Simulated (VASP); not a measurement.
# Al3Ni2 (P-3m1) in VASP: notebook, part 2 of 2

VASP 6.6.1. Earlier steps stand in the parts before.

## Step 3: Relaxation of cell and atoms, PBEsol, target pressure 3 GPa, at which the enthalpy is minimised

This run uses another cell than the first one, of 13.11 Å³/atom, 1.024 times its volume.

The input, INCAR:

```
PREC = Accurate ; ENCUT = 600
EDIFF = 1E-6 ; ISMEAR = 0
SIGMA = 0.1 ; LREAL = False
LASPH = True ; NELM = 80
ALGO = Fast ; ISIF = 3
LWAVE = False ; LCHARG = False
GGA = PS ; IBRION = 2
NSW = 70 ; EDIFFG = -0.008
PSTRESS = 30.0
```

The input, KPOINTS:

```
regular mesh
0
Gamma
  12 12 8
```

The input, POSCAR:

```
Al3Ni2
1.0
    3.9655084013      0.0000000000      0.0000000000
   -1.9827542006      3.4342310144      0.0000000000
    0.0000000000      0.0000000000      4.8137835486
Al Ni
3 2
Direct
    0.0000000000      0.0000000000      0.0000000000
    0.3333333333      0.6666666667      0.6477829058
    0.6666666667      0.3333333333      0.3522170942
    0.3333333333      0.6666666667      0.1455709071
    0.6666666667      0.3333333333      0.8544290929
```

Potentials or basis: VASP PAW PBE potentials, release 64 (Al, Ni).

The run is started by

```sh
$ cat potpaw_PBE.64/Al/POTCAR potpaw_PBE.64/Ni/POTCAR > POTCAR
$ mpirun -np 1 vasp_std > vasp.out
```

OUTCAR:

```text
PREC = Accurate
   ENCUT = 600
   EDIFF = 1E-6
   ISMEAR = 0
   LREAL = False
   LASPH = True
   NELM = 80
   ISIF = 3
   GGA = PS
   IBRION = 2
   NSW = 70
   EDIFFG = -0.008
   PSTRESS = 30.0

 ion  position               nearest neighbor table
   1  0.000  0.000  0.000-   4 2.39   5 2.39   4 2.39   5 2.39   5 2.39   4 2.39   2 2.85   3 2.85
                             2 2.85   3 2.85   2 2.85   3 2.85
   2  0.333  0.667  0.648-   4 2.40   4 2.42   5 2.50   5 2.50   5 2.50   3 2.70   3 2.70   3 2.70
                             1 2.85   1 2.85   1 2.85
   3  0.667  0.333  0.352-   5 2.40   5 2.42   4 2.50   4 2.50   4 2.50   2 2.70   2 2.70   2 2.70
                             1 2.85   1 2.85   1 2.85
   4  0.333  0.667  0.146-   1 2.39   1 2.39   1 2.39   2 2.40   2 2.42   3 2.50   3 2.50   3 2.50
                             5 2.68   5 2.68   5 2.68
   5  0.667  0.333  0.854-   1 2.39   1 2.39   1 2.39   3 2.40   3 2.42   2 2.50   2 2.50   2 2.50
                             4 2.68   4 2.68   4 2.68

  LATTYP: Found a hexagonal cell.
 ALAT       =     3.9655084013
 C/A-ratio  =     1.2139133401

  Lattice vectors:

 A1 = (   3.9655084013,   0.0000000000,   0.0000000000)
 A2 = (  -1.9827542006,   3.4342310144,   0.0000000000)
 A3 = (   0.0000000000,   0.0000000000,   4.8137835486)

Analysis of symmetry for initial positions (statically):
=====================================================================
 Subroutine PRICEL returns:
 Original cell was already a primitive cell.

 Routine SETGRP: Setting up the symmetry group for a
 hexagonal supercell.

 Subroutine GETGRP returns: Found 12 space group operations
 (whereof 12 operations were pure point group operations)
 out of a pool of 24 trial point group operations.

The static configuration has the point symmetry D_3d.

Analysis of symmetry for dynamics (positions and initial velocities):
=====================================================================
 Subroutine PRICEL returns:
 Original cell was already a primitive cell.

 Routine SETGRP: Setting up the symmetry group for a
 hexagonal supercell.
[... 134 lines left out ...]
  Thomas-Fermi vector in A             =   2.381525
   LORBIT       =      0    0 simple, 1 ext, 2 COOP (PROOUT), +10 PAW based schemes
   GGA     = PS    functional components
   LHFCALC =     F    Hartree Fock is set to
   AEXX    =    0.0000 exact exchange contribution
   IVDW    =     0    specifies the selected vdW correction
   LEPSILON=     F    determine dielectric tensor
   LRPA    =     F    only Hartree local field effects (RPA)
 conjugate gradient relaxation of ions
 non-spin polarized calculation
 RMM-DIIS sequential band-by-band and
 Gauss-broadening in eV      SIGMA  =   0.10
  energy-cutoff  :      600.00
  volume of cell :       65.56
 maximum number of plane-waves:      2208
   NGX = 15   NGY = 15   NGZ = 19

--------------------------------------- Ionic step        1  -------------------------------------------

 number of electron      28.9999988 magnetization

 Free energy of the ion-electron system (eV)
  ---------------------------------------------------
  ext. energy  EPLUGINS =         0.00000000
  ---------------------------------------------------
  free energy    TOTEN  =       -27.64264594 eV

  energy without entropy =      -27.63629231  energy(sigma->0) =      -27.63946912

------------------------ aborting loop because EDIFF is reached ----------------------------------------

  FORCE on cell =-STRESS in cart. coord.  units (eV):
  Direction    XX          YY          ZZ          XY          YZ          ZX
  --------------------------------------------------------------------------------------
  -------------------------------------------------------------------------------------
  Total        1.7552330      1.7552330      1.8950764      0.0000000      0.0000000     -0.0000000
  in kB       42.8973446     42.8973446     46.3150737      0.0000000      0.0000000     -0.0000000
  external PRESSURE =      14.0365876 kB  Pullay stress =      30.0000000 kB
[... 274 lines left out ...]
--------------------------------------- Ionic step        8  -------------------------------------------

 number of electron      28.9999990 magnetization

 Free energy of the ion-electron system (eV)
  ---------------------------------------------------
  ext. energy  EPLUGINS =         0.00000000
  ---------------------------------------------------
  free energy    TOTEN  =       -27.65586715 eV

  energy without entropy =      -27.64940968  energy(sigma->0) =      -27.65263842

 E-fermi :   8.7292     XC(G=0): -11.4517

 val. band max:        8.7290615149   @ k =   0.0833   0.0833   0.0000
 cond. band min:       8.7307377171   @ k =   0.1667   0.0833   0.5000
 fundamental gap:      0.0016762023
 Fermi energy:         8.7291614983

 k-point     1 :       0.0000    0.0000    0.0000
  band No.  band energies     occupation
      1      -1.9625      2.00000
      2       3.4241      2.00000
      3       3.8324      2.00000
      4       5.0678      2.00000
      5       5.0678      2.00000
      6       5.6466      2.00000
[... 481 lines left out ...]
      5       5.1740      2.00000
      6       5.5113      2.00000
[... 10 lines left out ...]
     17      12.7650      0.00000
     18      13.0415      0.00000

 [... further k-points ...]
[... 5 lines left out ...]
  --------------------------------------------------------------------------------------
  -------------------------------------------------------------------------------------
  Total        1.2257140      1.2257140      1.2360801      0.0000000      0.0000000      0.0000000
  in kB       29.7003755     29.7003755     29.9515554      0.0000000      0.0000000      0.0000000
  external PRESSURE =      -0.2158979 kB  Pullay stress =      30.0000000 kB
[... 24 lines left out ...]
  energy  without entropy=      -27.6494096786  energy(sigma->0) =      -27.65263842

  enthalpy is  TOTEN    =       -26.4177878051 eV   P V=        1.2380793466

 reached required accuracy - stopping structural energy minimisation
```

CONTCAR:

```text
Al3Ni2
   1.00000000000000
     3.9756417202013283    0.0000000000010906    0.0000000000000000
    -1.9878208600495917    3.4430067259907817   -0.0000000000000000
     0.0000000000000000    0.0000000000000000    4.8305067796511034
  Al              Ni
     3     2
Direct
     1.0000000000000000    1.0000000000000000    0.0000000000000000
     0.3333333332999970    0.6666666667000030    0.6475165017174007
     0.6666666667000030    0.3333333332999970    0.3524834982825992
     0.3333333332999970    0.6666666667000030    0.1459434841765141
     0.6666666667000030    0.3333333332999970    0.8540565158234860

  0.00000000E+00  0.00000000E+00  0.00000000E+00
  0.00000000E+00  0.00000000E+00  0.00000000E+00
  0.00000000E+00  0.00000000E+00  0.00000000E+00
  0.00000000E+00  0.00000000E+00  0.00000000E+00
  0.00000000E+00  0.00000000E+00  0.00000000E+00
```

Run time: 21 min. Hardware: 1 thread of Oxide Virtual Turin-like, shared host; peak memory 0.3 GiB.

What came out:

```yaml
Free_energy: -27.6559 eV
Relaxed_volume: 13.22 Å³/atom
Relaxed_cell: a = 3.976 Å, b = 3.976 Å, c = 4.831 Å, α = 90.00°, β = 90.00°, γ = 120.00°
Space_group_after_relaxing_to_0.05_Å: P-3m1 (No. 164)
Energy_change_on_relaxing_the_enthalpy_is_what_falls: -2.6 meV/atom
Ionic_steps: 8
Pressure_after_relaxing: 3.0 GPa
Largest_force_after_relaxing: 0.008 eV/Å
```

Forces on the atoms (eV/Å):
```
Al   0.000  0.000  0.000
Al   0.000  0.000 -0.002
Al   0.000  0.000  0.002
Ni   0.000  0.000  0.008
Ni   0.000  0.000 -0.008
```

The path:
```
step  energy change (eV)  largest force (eV/Å)  pressure (GPa)  volume (Å³)
   1              0.0000                0.0504            4.40        65.56
   2             -0.0211                0.0268            1.62        66.65
   3             -0.0137                0.0154            2.97        66.14
   4             -0.0134                0.0161            2.92        66.13
   5             -0.0074                0.0335            3.54        65.84
   6             -0.0129                0.0169            3.12        66.11
   7             -0.0132                0.0159            3.10        66.12
   8             -0.0132                0.0079            2.98        66.12
```

Final structure:
```yaml
crystal:
  lattice:
    - [3.97564, 0.00000, 0.00000]
    - [-1.98782, 3.44301, 0.00000]
    - [0.00000, 0.00000, 4.83051]
  atoms:
    - { symbol: Al, position: [0.00000, 0.00000, 0.00000] }
    - { symbol: Al, position: [0.33333, 0.66667, 0.64752] }
    - { symbol: Al, position: [0.66667, 0.33333, 0.35248] }
    - { symbol: Ni, position: [0.33333, 0.66667, 0.14594] }
    - { symbol: Ni, position: [0.66667, 0.33333, 0.85406] }
```

Levels at points of the mesh, in eV from the Fermi level:
| k point | band 13 | band 14 | band 15 | band 16 | band 17 | band 18 |
| --- | --- | --- | --- | --- | --- | --- |
| (0.00, 0.00, 0.00) | -1.33 | 1.29 | 1.29 | 3.21 | 3.21 | 4.48 |
| (0.50, 0.00, 0.00) | -1.60 | -1.57 | -1.27 | 1.40 | 2.13 | 2.27 |
| (0.00, 0.00, 0.50) | 2.78 | 2.78 | 2.89 | 2.89 | 3.29 | 4.32 |
| (0.50, 0.00, 0.50) | -1.77 | -1.09 | -0.33 | 1.57 | 2.16 | 3.34 |

Caveat: the cell is relaxed towards a set pressure, so the enthalpy falls and the energy may rise; the PAW data sets were made with another functional, which shifts forces and pressure a little.

## Step 4: Relaxation of cell and atoms, PBEsol, target pressure -3 GPa, at which the enthalpy is minimised

This run uses another cell than the first one, of 13.87 Å³/atom, 1.083 times its volume.

The input, INCAR:

```
SYSTEM = Al3Ni2
  ALGO = Fast
  EDIFF = 1E-6
  EDIFFG = -0.008
  ENCUT = 600
  GGA = PS
  IBRION = 2
  ISIF = 3
  ISMEAR = 0
  LASPH = .True.
  LCHARG = .False.
  LREAL = .False.
  LWAVE = .False.
  NELM = 100
  NSW = 70
  PREC = Accurate
  PSTRESS = -30.0
  SIGMA = 0.1
```

The input, KPOINTS:

```
k-points
0
Gamma
  12 12 8
  0 0 0
```

Changes to POSCAR since step 3:

```diff
@@ -2,5 +2,5 @@
 1.0
-    3.9655084013      0.0000000000      0.0000000000
-   -1.9827542006      3.4342310144      0.0000000000
-    0.0000000000      0.0000000000      4.8137835486
+    4.0410396264      0.0000000000      0.0000000000
+   -2.0205198132      3.4996429742      0.0000000000
+    0.0000000000      0.0000000000      4.9054719104
 Al Ni
```

The run is started by

```sh
$ cat potpaw_PBE.64/Al/POTCAR potpaw_PBE.64/Ni/POTCAR > POTCAR
$ mpirun -np 1 vasp_std > vasp.out
```

Run time: 18 min. Hardware: 1 thread of Oxide Virtual Turin-like, shared host; peak memory 0.31 GiB.

The run converged. Its results:

```
Free energy                                            : -27.6541 eV
Relaxed volume                                         : 13.80 Å³/atom
Relaxed cell                                           : a = 4.035 Å, b = 4.035 Å, c = 4.896 Å, α = 90.00°, β = 90.00°, γ = 120.00°
Space group after relaxing (to 0.05 Å)                 : P-3m1 (No. 164)
Energy change on relaxing (the enthalpy is what falls) : -1.5 meV/atom
Ionic steps                                            : 8
Pressure after relaxing                                : -3.0 GPa
Largest force after relaxing                           : 0.003 eV/Å
```

Forces on the atoms (eV/Å):
```
Al   0.000  0.000  0.000
Al   0.000  0.000  0.003
Al   0.000  0.000 -0.003
Ni   0.000  0.000  0.003
Ni   0.000  0.000 -0.003
```

Step by step:
| step | energy change (eV) | largest force (eV/Å) | pressure (GPa) | volume (Å³) |
| --- | --- | --- | --- | --- |
| 1 | 0.0000 | 0.0457 | -3.83 | 69.37 |
| 2 | -0.0138 | 0.0094 | -2.37 | 68.66 |
| 3 | -0.0084 | 0.0198 | -2.94 | 68.98 |
| 4 | -0.0081 | 0.0208 | -2.94 | 69.00 |
| 5 | -0.0046 | 0.0325 | -3.42 | 69.17 |
| 6 | -0.0079 | 0.0215 | -2.98 | 69.01 |
| 7 | -0.0077 | 0.0082 | -3.03 | 69.02 |
| 8 | -0.0076 | 0.0031 | -3.05 | 69.02 |

Final structure:
```cif
data_structure
_symmetry_space_group_name_H-M 'P 1'
_symmetry_Int_Tables_number 1
_cell_length_a 4.0348
_cell_length_b 4.0348
_cell_length_c 4.8957
_cell_angle_alpha 90.000
_cell_angle_beta 90.000
_cell_angle_gamma 120.000
_cell_volume 69.02
loop_
_atom_site_label
_atom_site_type_symbol
_atom_site_fract_x
_atom_site_fract_y
_atom_site_fract_z
_atom_site_occupancy
Al1 Al 0.00000 0.00000 0.00000 1
Al2 Al 0.33333 0.66667 0.64828 1
Al3 Al 0.66667 0.33333 0.35172 1
Ni1 Ni 0.33333 0.66667 0.14539 1
Ni2 Ni 0.66667 0.33333 0.85461 1
```

Levels at points of the mesh, in eV from the Fermi level:
```
           k point  band 12  band 13  band 14  band 15  band 16  band 17  band 18
(0.00, 0.00, 0.00)    -1.63    -1.26     1.26     1.26     3.11     3.11     4.24
(0.50, 0.00, 0.00)    -1.80    -1.52    -1.49    -1.22     1.32     2.00     2.17
(0.00, 0.00, 0.50)    -1.73     2.70     2.70     2.85     2.85     3.28     4.14
(0.50, 0.00, 0.50)    -1.71    -1.67    -1.04    -0.31     1.52     2.07     3.14
```

Caveat: the cell is relaxed towards a set pressure, so the enthalpy falls and the energy may rise; the PAW data sets were made with another functional, which shifts forces and pressure a little. Spin polarisation is off, so any magnetic state and its effect on volume and gap are missing.

## Step 5: Overview

```csv
cell,gap on the mesh (eV),pressure (GPa)
"relaxed to 8 GPa from a = 3.934, b = 3.934, c = 4.779 Å, angles 90.0, 90.0, 120.0°, 5 atoms",none,8.0
"relaxed to 3 GPa from a = 3.966, b = 3.966, c = 4.814 Å, angles 90.0, 90.0, 120.0°, 5 atoms",none,3.0
"relaxed to -3 GPa from a = 4.041, b = 4.041, c = 4.905 Å, angles 90.0, 90.0, 120.0°, 5 atoms",none,-3.0
```

Alike in all rows: task relaxation of cell and atoms; level PBEsol; potentials or basis VASP PAW PBE potentials, release 64 (Al, Ni); no spin polarisation; k mesh 12 × 12 × 8; cutoff (eV) 600; smearing gaussian 0.1 eV.

Caveats: the cell is relaxed towards a set pressure, so the enthalpy falls and the energy may rise; the PAW data sets were made with another functional, which shifts forces and pressure a little.

Total energies depend on the potentials used, so only differences within one code and one set of settings carry meaning.
